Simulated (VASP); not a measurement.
# HfO2 (Fm-3m) in VASP: further runs

Aim: see how the results for HfO2 move with the level of theory and the settings. Levels: RPBE, r2SCAN. Tasks: single point.

Program: VASP 6.6.1. These are calculated values, not measurements. Logs are shortened: lines on timing, memory, paths and dates and some standing lists are left out, and cuts for length are marked.

## (1) The cell of the first run

It takes space group Fm-3m (No. 225, cubic). Conventional cell: a = 5.115 Å, b = 5.115 Å, c = 5.115 Å, α = 90.00°, β = 90.00°, γ = 90.00°. Within 2.9 Å of Hf (site symmetry m-3m) lie 8 O at 2.21 Å. O (site symmetry -43m) has 4 Hf at 2.21 Å and 6 O at 2.56 Å within 2.9 Å.

## (2) Single point, RPBE

File INCAR:

```
PREC = Accurate
ENCUT = 600
EDIFF = 1E-6
ISMEAR = 0
SIGMA = 0.01
LREAL = F
LASPH = T
NELM = 120
ALGO = Normal
ISIF = 2
LWAVE = F
LCHARG = F
GGA = RP
NBANDS = 18
GGA_COMPAT = F
```

File KPOINTS:

```
Automatic mesh
0
Gamma
  6 6 6
```

File POSCAR:

```
HfO2
1.0
    0.0000000000      2.5575000000      2.5575000000
    2.5575000000      0.0000000000      2.5575000000
    2.5575000000      2.5575000000      0.0000000000
Hf O
1 2
Direct
    0.0000000000      0.0000000000      0.0000000000
    0.2500000000      0.2500000000      0.2500000000
    0.7500000000      0.7500000000      0.7500000000
```

Potentials or basis: VASP PAW PBE potentials, release 64 (Hf_pv, O).

On the command line:

```sh
> cat potpaw_PBE.64/Hf_pv/POTCAR potpaw_PBE.64/O/POTCAR > POTCAR
> mpirun -np 1 vasp_std > vasp.out
```

OUTCAR:

```text
PREC = Accurate
   ENCUT = 600
   EDIFF = 1E-6
   ISMEAR = 0
   LREAL = F
   LASPH = T
   NELM = 120
   ISIF = 2
   GGA = RP

 ion  position               nearest neighbor table
   1  0.000  0.000  0.000-   3 2.21   3 2.21   3 2.21   2 2.21   3 2.21   2 2.21   2 2.21   2 2.21

   2  0.250  0.250  0.250-   1 2.21   1 2.21   1 2.21   1 2.21
   3  0.750  0.750  0.750-   1 2.21   1 2.21   1 2.21   1 2.21

  LATTYP: Found a face centered cubic cell.
 ALAT       =     5.1150000000

  Lattice vectors:

 A1 = (   0.0000000000,   2.5575000000,   2.5575000000)
 A2 = (   2.5575000000,   0.0000000000,   2.5575000000)
 A3 = (   2.5575000000,   2.5575000000,   0.0000000000)

Analysis of symmetry for initial positions (statically):
=====================================================================
 Subroutine PRICEL returns:
 Original cell was already a primitive cell.

 Routine SETGRP: Setting up the symmetry group for a
 face centered cubic supercell.

 Subroutine GETGRP returns: Found 48 space group operations
 (whereof 48 operations were pure point group operations)
 out of a pool of 48 trial point group operations.

The static configuration has the point symmetry O_h .

Analysis of symmetry for dynamics (positions and initial velocities):
=====================================================================
 Subroutine PRICEL returns:
 Original cell was already a primitive cell.

 Routine SETGRP: Setting up the symmetry group for a
 face centered cubic supercell.

 Subroutine GETGRP returns: Found 48 space group operations
 (whereof 48 operations were pure point group operations)
 out of a pool of 48 trial point group operations.

The dynamic configuration has the point symmetry O_h .

 Subroutine INISYM returns: Found 48 space group operations
 (whereof 48 operations are pure point group operations),
 and found     1 'primitive' translations

----------------------------------------------------------------------------------------

                                     Primitive cell

  volume of cell :      33.4562

  direct lattice vectors                    reciprocal lattice vectors
     0.000000000  2.557500000  2.557500000    -0.195503421  0.195503421  0.195503421
     2.557500000  0.000000000  2.557500000     0.195503421 -0.195503421  0.195503421
     2.557500000  2.557500000  0.000000000     0.195503421  0.195503421 -0.195503421

  length of vectors
     3.616851186  3.616851186  3.616851186     0.338621859  0.338621859  0.338621859

  position of ions in fractional coordinates (direct lattice)
     0.000000000  0.000000000  0.000000000
     0.250000000  0.250000000  0.250000000
     0.750000000  0.750000000  0.750000000

  ion indices of the primitive-cell ions
   primitive index   ion index
                 1           1
                 2           2
                 3           3

----------------------------------------------------------------------------------------

 KPOINTS: Automatic mesh

Automatic generation of k-mesh.
 Grid dimensions read from file:
 generate k-points for:    6    6    6

 Generating k-lattice:

  Cartesian coordinates                     Fractional coordinates (reciprocal lattice)
    -0.032583904  0.032583904  0.032583904     0.166666667  0.000000000  0.000000000
     0.032583904 -0.032583904  0.032583904     0.000000000  0.166666667  0.000000000
     0.032583904  0.032583904 -0.032583904     0.000000000  0.000000000  0.166666667

  Length of vectors
     0.056436976  0.056436976  0.056436976

  Shift w.r.t. Gamma in fractional coordinates (k-lattice)
     0.000000000  0.000000000  0.000000000

 Subroutine IBZKPT returns following result:
 ===========================================

 Found     16 irreducible k-points:

 Following reciprocal coordinates:
            Coordinates               Weight
  0.000000  0.000000  0.000000      1.000000
  0.166667  0.000000  0.000000      8.000000
  0.333333  0.000000  0.000000      8.000000
  0.500000  0.000000  0.000000      4.000000
  0.166667  0.166667  0.000000      6.000000
  0.333333  0.166667  0.000000     24.000000
[... 8 lines left out ...]
 -0.333333  0.333333  0.166667     24.000000
 -0.333333  0.500000  0.166667     12.000000
   k-points           NKPTS =     16   k-points in BZ     NKDIM =     16   number of bands    NBANDS=     18
   number of dos      NEDOS =    301   number of ions     NIONS =      3
   total plane-waves  NPLWV =  27000
   dimension x,y,z NGX =    30 NGY =   30 NGZ =   30
   dimension x,y,z NGXF=    60 NGYF=   60 NGZF=   60
   ions per type =               1   2
   NGX,Y,Z   is equivalent  to a cutoff of  13.79, 13.79, 13.79 a.u.
   NGXF,Y,Z  is equivalent  to a cutoff of  27.58, 27.58, 27.58 a.u.
 SYSTEM =  unknown system
   PREC   = accura    normal or accurate (medium, high low for compatibility)
   ISTART =      0    job   : 0-new  1-cont  2-samecut
   ICHARG =      2    charge: 1-file 2-atom 10-const
   ISPIN  =      1    spin polarized calculation?
   LNONCOLLINEAR =      F non collinear calculations
   LSORBIT =      F    spin-orbit coupling
   LASPH  =      T    aspherical Exc in radial PAW
   ENCUT  =  600.0 eV  44.10 Ry    6.64 a.u.   7.22  7.22  7.22*2*pi/ulx,y,z
   NELM   =    120;   NELMIN=  2; NELMDL= -5     # of ELM steps
   EDIFF  = 0.1E-05   stopping-criterion for ELM
   LREAL  =      F    real-space projection
   EDIFFG = 0.1E-04   stopping-criterion for IOM
   NSW    =      0    number of steps for IOM
   IBRION =     -1    ionic relax: 0-MD 1-quasi-New 2-CG
   NFREE  =      0    steps in history (QN), initial steepest desc. (CG)
   ISIF   =      2    stress and relaxation
   ISYM   =      2    0-nonsym 1-usesym 2-fastsym
   POTIM  = 0.5000    time-step for ionic-motion
   TEBEG  =    0.0;   TEEND  =   0.0 temperature during run
   PSTRESS=    0.0 pullay stress
   NELECT =      22.0000    total number of electrons
   NUPDOWN=      -1.0000    fix difference up-down
   EMIN   =  10.00;   EMAX   =-10.00  energy-range for DOS
   EFERMI =   0.00;   METHOD = LEGACY
   ISMEAR =     0;   SIGMA  =   0.01  broadening in eV -4-tet -1-fermi 0-gaus
   EFERMI_NEDOS =   21; number of points for ismear=-14 and -15
   IALGO  =     38    algorithm
   IMIX   =      4    mixing-type and parameters
     AMIX     =   0.40;   BMIX     =  1.00
     AMIX_MAG =   1.60;   BMIX_MAG =  1.00
  volume/ion in A,a.u.               =      11.15        75.26
  Fermi-wavevector in a.u.,A,eV,Ry     =   1.423607  2.690227 27.574337  2.026657
  Thomas-Fermi vector in A             =   2.544186
   LORBIT       =      0    0 simple, 1 ext, 2 COOP (PROOUT), +10 PAW based schemes
   GGA     = RP    functional components
   LHFCALC =     F    Hartree Fock is set to
   AEXX    =    0.0000 exact exchange contribution
   IVDW    =     0    specifies the selected vdW correction
   LEPSILON=     F    determine dielectric tensor
   LRPA    =     F    only Hartree local field effects (RPA)
 non-spin polarized calculation
 Gauss-broadening in eV      SIGMA  =   0.01
  energy-cutoff  :      600.00
  volume of cell :       33.46
 maximum number of plane-waves:      1139
 NGX is ok and might be reduce to    30
   NGX = 15   NGY = 15   NGZ = 15

 number of electron      21.9999993 magnetization

 Free energy of the ion-electron system (eV)
  ---------------------------------------------------
  ext. energy  EPLUGINS =         0.00000000
  ---------------------------------------------------
  free energy    TOTEN  =       -28.91251924 eV

  energy without entropy =      -28.91251924  energy(sigma->0) =      -28.91251924

 E-fermi :   4.2879     XC(G=0): -11.4934

 val. band max:        4.1978934582   @ k =   0.5000   0.5000   0.0000
 cond. band min:       8.0383417531   @ k =   0.5000   0.5000   0.0000
 fundamental gap:      3.8404482948
 Fermi energy:         4.2878809058

 k-point     1 :       0.0000    0.0000    0.0000
  band No.  band energies     occupation
      1     -25.6727      2.00000
      2     -25.6727      2.00000
      3     -25.6727      2.00000
      4     -14.4432      2.00000
      5     -11.5835      2.00000
      6      -0.9683      2.00000
[... 10 lines left out ...]
     17      14.3008      0.00000
     18      17.5954      0.00000

 k-point     2 :       0.1667    0.0000    0.0000
  band No.  band energies     occupation
      1     -25.7716      2.00000
      2     -25.6837      2.00000
      3     -25.6837      2.00000
      4     -14.1154      2.00000
      5     -11.8421      2.00000
      6      -0.7187      2.00000
[... 10 lines left out ...]
     17      13.9013      0.00000
     18      17.4457      0.00000

 k-point     3 :       0.3333    0.0000    0.0000
  band No.  band energies     occupation
      1     -25.9596      2.00000
      2     -25.7055      2.00000
      3     -25.7055      2.00000
      4     -13.4914      2.00000
      5     -12.2261      2.00000
      6      -0.2024      2.00000
[... 10 lines left out ...]
     17      13.6653      0.00000
     18      16.2355      0.00000

 k-point     4 :       0.5000    0.0000    0.0000
  band No.  band energies     occupation
      1     -26.0491      2.00000
      2     -25.7163      2.00000
      3     -25.7163      2.00000
      4     -13.2657      2.00000
      5     -12.2828      2.00000
      6       0.0488      2.00000
[... 10 lines left out ...]
     17      13.3856      0.00000
     18      16.5033      0.00000

 k-point     5 :       0.1667    0.1667    0.0000
  band No.  band energies     occupation
      1     -25.7794      2.00000
      2     -25.6997      2.00000
      3     -25.6997      2.00000
      4     -13.9957      2.00000
      5     -11.9303      2.00000
      6      -0.6827      2.00000
[... 10 lines left out ...]
     17      13.7146      0.00000
     18      17.4496      0.00000

 k-point     6 :       0.3333    0.1667    0.0000
  band No.  band energies     occupation
      1     -25.9155      2.00000
      2     -25.7330      2.00000
      3     -25.7241      2.00000
      4     -13.4286      2.00000
      5     -12.2836      2.00000
      6      -0.2980      2.00000
[... 10 lines left out ...]
     17      13.7899      0.00000
     18      17.1229      0.00000

 k-point     7 :       0.5000    0.1667    0.0000
  band No.  band energies     occupation
      1     -26.0127      2.00000
      2     -25.7779      2.00000
      3     -25.7324      2.00000
      4     -13.0722      2.00000
      5     -12.3989      2.00000
      6      -0.3798      2.00000
[... 10 lines left out ...]
     17      14.6382      0.00000
     18      16.8015      0.00000

 k-point     8 :      -0.3333    0.1667    0.0000
  band No.  band energies     occupation
      1     -25.9816      2.00000
      2     -25.7881      2.00000
      3     -25.7165      2.00000
      4     -13.1464      2.00000
      5     -12.3905      2.00000
      6      -0.4709      2.00000
[... 10 lines left out ...]
     17      14.6722      0.00000
     18      16.7129      0.00000

 k-point     9 :      -0.1667    0.1667    0.0000
  band No.  band energies     occupation
      1     -25.8650      2.00000
      2     -25.7389      2.00000
      3     -25.6921      2.00000
      4     -13.6661      2.00000
      5     -12.1431      2.00000
      6      -0.6198      2.00000
[... 10 lines left out ...]
     17      13.6961      0.00000
     18      17.1754      0.00000

 k-point    10 :       0.3333    0.3333    0.0000
  band No.  band energies     occupation
      1     -25.9784      2.00000
      2     -25.7534      2.00000
      3     -25.7534      2.00000
      4     -13.0134      2.00000
      5     -12.5213      2.00000
      6      -0.9356      2.00000
[... 10 lines left out ...]
     17      13.7643      0.00000
     18      17.5727      0.00000

 k-point    11 :       0.5000    0.3333    0.0000
  band No.  band energies     occupation
      1     -26.0204      2.00000
      2     -25.8132      2.00000
      3     -25.7643      2.00000
      4     -12.7275      2.00000
      5     -12.5872      2.00000
      6      -1.4847      2.00000
[... 10 lines left out ...]
     17      15.8864      0.00000
     18      17.5723      0.00000

 k-point    12 :      -0.3333    0.3333    0.0000
  band No.  band energies     occupation
      1     -25.9400      2.00000
      2     -25.9148      2.00000
      3     -25.7459      2.00000
      4     -12.7830      2.00000
      5     -12.5292      2.00000
      6      -1.0376      2.00000
[... 10 lines left out ...]
     17      16.1851      0.00000
     18      17.4597      0.00000

 k-point    13 :       0.5000    0.5000    0.0000
  band No.  band energies     occupation
      1     -26.0715      2.00000
      2     -25.7802      2.00000
      3     -25.7802      2.00000
      4     -12.7796      2.00000
      5     -12.4547      2.00000
      6      -2.0476      2.00000
[... 10 lines left out ...]
     17      17.2300      0.00000
     18      17.5587      0.00000

 k-point    14 :       0.5000    0.3333    0.1667
  band No.  band energies     occupation
      1     -25.9667      2.00000
      2     -25.8165      2.00000
      3     -25.7417      2.00000
      4     -12.9411      2.00000
      5     -12.5234      2.00000
      6      -0.6008      2.00000
[... 10 lines left out ...]
     17      15.0375      0.00000
     18      17.4533      0.00000

 k-point    15 :      -0.3333    0.3333    0.1667
  band No.  band energies     occupation
      1     -25.9667      2.00000
      2     -25.8766      2.00000
      3     -25.7574      2.00000
      4     -12.7801      2.00000
      5     -12.5323      2.00000
      6      -0.5923      2.00000
[... 10 lines left out ...]
     17      16.0205      0.00000
     18      17.3806      0.00000

 k-point    16 :      -0.3333    0.5000    0.1667
  band No.  band energies     occupation
      1     -26.0006      2.00000
      2     -25.8549      2.00000
      3     -25.7814      2.00000
      4     -12.6953      2.00000
      5     -12.5329      2.00000
      6      -1.4735      2.00000
[... 10 lines left out ...]
     17      17.2676      0.00000
     18      17.5750      0.00000

------------------------ aborting loop because EDIFF is reached ----------------------------------------

  FORCE on cell =-STRESS in cart. coord.  units (eV):
  Direction    XX          YY          ZZ          XY          YZ          ZX
  --------------------------------------------------------------------------------------
  -------------------------------------------------------------------------------------
  Total       -0.2838127     -0.2838127     -0.2838127      0.0000000      0.0000000      0.0000000
  in kB      -13.5914425    -13.5914425    -13.5914425      0.0000000      0.0000000      0.0000000
  external PRESSURE =     -13.5914425 kB  Pullay stress =       0.0000000 kB

 VOLUME and BASIS-vectors are now :
 -----------------------------------------------------------------------------
  energy-cutoff  :      600.00
  volume of cell :       33.46
      direct lattice vectors                 reciprocal lattice vectors
     0.000000000  2.557500000  2.557500000    -0.195503421  0.195503421  0.195503421
     2.557500000  0.000000000  2.557500000     0.195503421 -0.195503421  0.195503421
     2.557500000  2.557500000  0.000000000     0.195503421  0.195503421 -0.195503421

 POSITION                                       TOTAL-FORCE (eV/Angst)
 -----------------------------------------------------------------------------------
      0.00000      0.00000      0.00000        -0.000000      0.000000     -0.000000
      1.27875      1.27875      1.27875        -0.000000     -0.000000     -0.000000
      3.83625      3.83625      3.83625         0.000000      0.000000      0.000000
 -----------------------------------------------------------------------------------
    total drift:                                0.000000     -0.000000      0.000000

  FREE ENERGIE OF THE ION-ELECTRON SYSTEM (eV)
  ---------------------------------------------------
  free  energy   TOTEN  =       -28.9125192420 eV

  energy  without entropy=      -28.9125192420  energy(sigma->0) =      -28.91251924
```

It took 15 s on 1 thread of Intel Xeon Platinum 8488C (Sapphire Rapids), shared host; peak memory 0.17 GiB.

What came out:

| Property | Result |
| --- | --- |
| Free energy | -28.9125 eV |
| Pressure | -1.4 GPa |
| Band gap on the k mesh | 3.84 eV |

Caveat: the PAW data sets were made with another functional, which shifts forces and pressure a little; spin-orbit coupling is left out, which moves the levels of the heavy elements.

## (3) Single point, r2SCAN

POSCAR is that of step 2.

File INCAR.step1:

```
SYSTEM = HfO2
PREC = Accurate
ENCUT = 660
ISMEAR = 0
SIGMA = 0.01
LREAL = .False.
LASPH = .True.
NELM = 120
NBANDS = 18
GGA = PE
ALGO = Normal
EDIFF = 1E-5
LWAVE = .True.
LCHARG = .False.
GGA_COMPAT = .False.
```

File INCAR.step2:

```
SYSTEM = HfO2
PREC = Accurate
ENCUT = 660
EDIFF = 1E-6
ISMEAR = 0
SIGMA = 0.01
LREAL = .False.
LASPH = .True.
NELM = 120
ALGO = Normal
ISIF = 2
LWAVE = .False.
LCHARG = .False.
METAGGA = R2SCAN
LMIXTAU = .True.
NBANDS = 18
ISTART = 1
GGA_COMPAT = .False.
```

File KPOINTS:

```
Automatic mesh
0
Gamma
  6 6 6
  0 0 0
```

Potentials or basis: VASP PAW PBE potentials, release 64 (Hf_pv, O).

On the command line:

```sh
> cat potpaw_PBE.64/Hf_pv/POTCAR potpaw_PBE.64/O/POTCAR > POTCAR
> cp INCAR.step1 INCAR
> mpirun -np 1 vasp_std > vasp.out
> cp INCAR.step2 INCAR
> mpirun -np 1 vasp_std > vasp.out
```

Wall time 62 s (1 thread of Intel Xeon Platinum 8488C (Sapphire Rapids), shared host); peak memory 0.17 GiB.

The run converged. Its results:

```
Free energy            : -68.5061 eV
Pressure               : -12.4 GPa
Band gap on the k mesh : 4.22 eV
```

Levels at points of the mesh, in eV from the valence-band top:
```
           k point  band 9  band 10  band 11  band 12  band 13  band 14
(0.00, 0.00, 0.00)   -0.62    -0.62    -0.62     4.33     4.33     6.25
(0.50, 0.00, 0.00)   -2.75    -1.86    -1.86     4.99     4.99     7.23
(0.50, 0.50, 0.00)   -1.51    -1.51     0.00     4.22     5.86     6.92
```

Caveat: the cell stands under tension; the PAW data sets were made with another functional, which shifts forces and pressure a little; spin-orbit coupling is left out, which moves the levels of the heavy elements. A k mesh can miss the band edges.
